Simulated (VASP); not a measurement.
A run of VASP 6.6.1 is set up as follows.

Contents of INCAR:

```
  ALGO = Normal
  EDIFF = 1E-6
  EDIFFG = -0.01
  ENCUT = 600
  GGA = PE
  IBRION = 2
  ISIF = 3
  ISMEAR = 0
  LASPH = T
  LCHARG = F
  LREAL = F
  LWAVE = F
  NELM = 100
  NSW = 100
  PREC = Accurate
  SIGMA = 0.1
```

File KPOINTS:

```
k-points
0
Gamma
  10 10 10
```

POSCAR

```
Zr3ScN4
1.0
   -2.8579842269      2.8579842269      2.8579842269
    2.8579842269     -2.8579842269      2.8579842269
    2.8579842269      2.8579842269     -2.8579842269
Zr Sc N
3 1 4
Direct
    0.5000000000      0.0000000000      0.5000000000
    0.0000000000      0.5000000000      0.5000000000
    0.5000000000      0.5000000000      0.0000000000
    0.0000000000      0.0000000000      0.0000000000
    0.5679208225      0.5679208225      0.5679208225
    0.0000000000      0.4320791775      0.0000000000
    0.4320791775      0.0000000000      0.0000000000
    0.0000000000      0.0000000000      0.4320791775
```

Potentials or basis: VASP PAW PBE potentials, release 64 (Zr_sv, Sc_sv, N).

Launch:

```console
$ cat potpaw_PBE.64/Zr_sv/POTCAR potpaw_PBE.64/Sc_sv/POTCAR potpaw_PBE.64/N/POTCAR > POTCAR
$ mpirun -np 1 vasp_std > vasp.out
```

(1) Predict the relaxed volume.

(2) Predict the space group after relaxing (to 0.05 Å).

(3) What does it give for the relaxed cell?

Answers

(1) 11.68 Å³/atom.

(2) I-43m (No. 217).

(3) a = 4.951 Å, b = 4.951 Å, c = 4.951 Å, α = 109.47°, β = 109.47°, γ = 109.47°.
